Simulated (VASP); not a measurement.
# MgO (Fm-3m) in VASP: single point with PBE+D3(BJ)

Aim: the single point of MgO with PBE+D3(BJ).

All numbers are computed with VASP 6.6.1; they aren't measurements. Logs are shortened: lines on timing, memory, paths and dates and some standing lists are left out, and cuts for length are marked.

### Step 1. The cell of the first run

It takes space group Fm-3m (No. 225, cubic). The conventional cell has a = 4.208 Å, b = 4.208 Å, c = 4.208 Å, α = 90.00°, β = 90.00°, γ = 90.00°. Mg (site symmetry m-3m) has 6 O at 2.10 Å within 2.8 Å. Within 2.8 Å of O (site symmetry m-3m) lie 6 Mg at 2.10 Å.

### Step 2. Single point, PBE+D3(BJ)

File INCAR:

```
ALGO = Normal
EDIFF = 1E-6
ENCUT = 840
GGA = PE
GGA_COMPAT = F
ISIF = 2
ISMEAR = 0
IVDW = 12
LASPH = T
LCHARG = T
LELF = T
LREAL = F
LVHAR = T
LWAVE = F
NBANDS = 15
NELM = 120
PREC = Accurate
SIGMA = 0.02
```

File KPOINTS:

```
k-points
0
Gamma
  10 10 10
```

File POSCAR:

```
MgO
1.0
    0.0000000000      2.1041871130      2.1041871130
    2.1041871130      0.0000000000      2.1041871130
    2.1041871130      2.1041871130      0.0000000000
Mg O
1 1
Direct
    0.0000000000      0.0000000000      0.0000000000
    0.5000000000      0.5000000000      0.5000000000
```

Potentials or basis: VASP PAW PBE potentials, release 64 (Mg_sv, O).

Run with:

```console
cat potpaw_PBE.64/Mg_sv/POTCAR potpaw_PBE.64/O/POTCAR > POTCAR
mpirun -np 1 vasp_std > vasp.out
```

OUTCAR:

```text
EDIFF = 1E-6
   ENCUT = 840
   GGA = PE
   ISIF = 2
   ISMEAR = 0
   IVDW = 12
   LASPH = T
   LREAL = F
   NELM = 120
   PREC = Accurate
 IVDW          = 12

 ion  position               nearest neighbor table
   1  0.000  0.000  0.000-   2 2.10   2 2.10   2 2.10   2 2.10   2 2.10   2 2.10
   2  0.500  0.500  0.500-   1 2.10   1 2.10   1 2.10   1 2.10   1 2.10   1 2.10

  LATTYP: Found a face centered cubic cell.
 ALAT       =     4.2083742260

  Lattice vectors:

 A1 = (   0.0000000000,   2.1041871130,   2.1041871130)
 A2 = (   2.1041871130,   0.0000000000,   2.1041871130)
 A3 = (   2.1041871130,   2.1041871130,   0.0000000000)

Analysis of symmetry for initial positions (statically):
=====================================================================
 Subroutine PRICEL returns:
 Original cell was already a primitive cell.

 Routine SETGRP: Setting up the symmetry group for a
 face centered cubic supercell.

 Subroutine GETGRP returns: Found 48 space group operations
 (whereof 48 operations were pure point group operations)
 out of a pool of 48 trial point group operations.

The static configuration has the point symmetry O_h .

Analysis of symmetry for dynamics (positions and initial velocities):
=====================================================================
 Subroutine PRICEL returns:
 Original cell was already a primitive cell.

 Routine SETGRP: Setting up the symmetry group for a
 face centered cubic supercell.

 Subroutine GETGRP returns: Found 48 space group operations
 (whereof 48 operations were pure point group operations)
 out of a pool of 48 trial point group operations.

The dynamic configuration has the point symmetry O_h .

 Subroutine INISYM returns: Found 48 space group operations
 (whereof 48 operations are pure point group operations),
 and found     1 'primitive' translations

----------------------------------------------------------------------------------------

                                     Primitive cell

  volume of cell :      18.6330

  direct lattice vectors                    reciprocal lattice vectors
     0.000000000  2.104187113  2.104187113    -0.237621453  0.237621453  0.237621453
     2.104187113  0.000000000  2.104187113     0.237621453 -0.237621453  0.237621453
     2.104187113  2.104187113  0.000000000     0.237621453  0.237621453 -0.237621453

  length of vectors
     2.975769953  2.975769953  2.975769953     0.411572430  0.411572430  0.411572430

  position of ions in fractional coordinates (direct lattice)
[... 90 lines left out ...]
   NELECT =      16.0000    total number of electrons
   NUPDOWN=      -1.0000    fix difference up-down
   EMIN   =  10.00;   EMAX   =-10.00  energy-range for DOS
   EFERMI =   0.00;   METHOD = LEGACY
   ISMEAR =     0;   SIGMA  =   0.02  broadening in eV -4-tet -1-fermi 0-gaus
   EFERMI_NEDOS =   21; number of points for ismear=-14 and -15
   IALGO  =     38    algorithm
   IMIX   =      4    mixing-type and parameters
     AMIX     =   0.40;   BMIX     =  1.00
     AMIX_MAG =   1.60;   BMIX_MAG =  1.00
  volume/ion in A,a.u.               =       9.32        62.87
  Fermi-wavevector in a.u.,A,eV,Ry     =   1.556039  2.940487 32.943205  2.421257
  Thomas-Fermi vector in A             =   2.659893
   LORBIT       =      0    0 simple, 1 ext, 2 COOP (PROOUT), +10 PAW based schemes
   GGA     = PE    functional components
   LHFCALC =     F    Hartree Fock is set to
   AEXX    =    0.0000 exact exchange contribution
   IVDW    =    12    specifies the selected vdW correction
   LEPSILON=     F    determine dielectric tensor
   LRPA    =     F    only Hartree local field effects (RPA)
 non-spin polarized calculation
 Gauss-broadening in eV      SIGMA  =   0.02
  energy-cutoff  :      840.00
  volume of cell :       18.63
 maximum number of plane-waves:      1056
   NGX = 13   NGY = 13   NGZ = 13

 number of electron      15.9999994 magnetization

 Free energy of the ion-electron system (eV)
  ---------------------------------------------------
  ext. energy  EPLUGINS =         0.00000000
  ---------------------------------------------------
  free energy    TOTEN  =       -11.87304049 eV

  energy without entropy =      -11.87304049  energy(sigma->0) =      -11.87304049

 E-fermi :   3.0901     XC(G=0): -11.4043

 val. band max:        2.9344322399   @ k =   0.0000   0.0000   0.0000
 cond. band min:       7.6997604666   @ k =   0.0000   0.0000   0.0000
 fundamental gap:      4.7653282267
 Fermi energy:         3.0900883679

 k-point     1 :       0.0000    0.0000    0.0000
  band No.  band energies     occupation
      1     -69.3240      2.00000
      2     -36.0488      2.00000
      3     -36.0488      2.00000
      4     -36.0488      2.00000
      5     -14.3273      2.00000
      6       2.9344      2.00000
      7       2.9344      2.00000
      8       2.9344      2.00000
      9       7.6998      0.00000
     10      18.7553      0.00000
     11      18.7553      0.00000
     12      18.7553      0.00000
     13      22.6752      0.00000
     14      24.4592      0.00000
[... 401 lines left out ...]
      2     -36.1108      2.00000
      3     -36.0738      2.00000
      4     -36.0713      2.00000
      5     -13.0805      2.00000
      6      -0.6333      2.00000
      7       1.6347      2.00000
      8       1.8530      2.00000
      9      12.5475      0.00000
     10      13.1306      0.00000
     11      16.5866      0.00000
     12      21.1657      0.00000
     13      21.3715      0.00000
     14      27.8606      0.00000
     15      29.9854      0.00000

 [... further k-points ...]

------------------------ aborting loop because EDIFF is reached ----------------------------------------

 Edisp (eV)   -0.58780

 E8    (eV) :    -0.2302

  FORCE on cell =-STRESS in cart. coord.  units (eV):
  Direction    XX          YY          ZZ          XY          YZ          ZX
  --------------------------------------------------------------------------------------
  -------------------------------------------------------------------------------------
  Total       0.00244     0.00244     0.00244     0.00000     0.00000     0.00000
  in kB       0.20948     0.20948     0.20948     0.00000     0.00000     0.00000
  external pressure =        0.21 kB  Pullay stress =        0.00 kB

 VOLUME and BASIS-vectors are now :
 -----------------------------------------------------------------------------
  energy-cutoff  :      840.00
  volume of cell :       18.63
      direct lattice vectors                 reciprocal lattice vectors
     0.000000000  2.104187113  2.104187113    -0.237621453  0.237621453  0.237621453
     2.104187113  0.000000000  2.104187113     0.237621453 -0.237621453  0.237621453
     2.104187113  2.104187113  0.000000000     0.237621453  0.237621453 -0.237621453

 POSITION                                       TOTAL-FORCE (eV/Angst)
 -----------------------------------------------------------------------------------
      0.00000      0.00000      0.00000         0.000000      0.000000      0.000000
      2.10419      2.10419      2.10419        -0.000000     -0.000000     -0.000000
 -----------------------------------------------------------------------------------
    total drift:                                0.000000      0.000000      0.000000

  FREE ENERGIE OF THE ION-ELECTRON SYSTEM (eV)
  ---------------------------------------------------
  free  energy   TOTEN  =       -12.4608441214 eV

  energy  without entropy=      -12.4608441214  energy(sigma->0) =      -12.46084412
```

Wall time 47 s (1 thread of Intel Xeon Platinum 8375C at 2.90GHz (Ice Lake), shared host); peak memory 0.17 GiB.

Results:

```
Free energy                : -12.4608 eV
Pressure                   : 0.0 GPa
Band gap on the k mesh     : 4.77 eV
Dispersion energy per atom : -0.294 eV
```
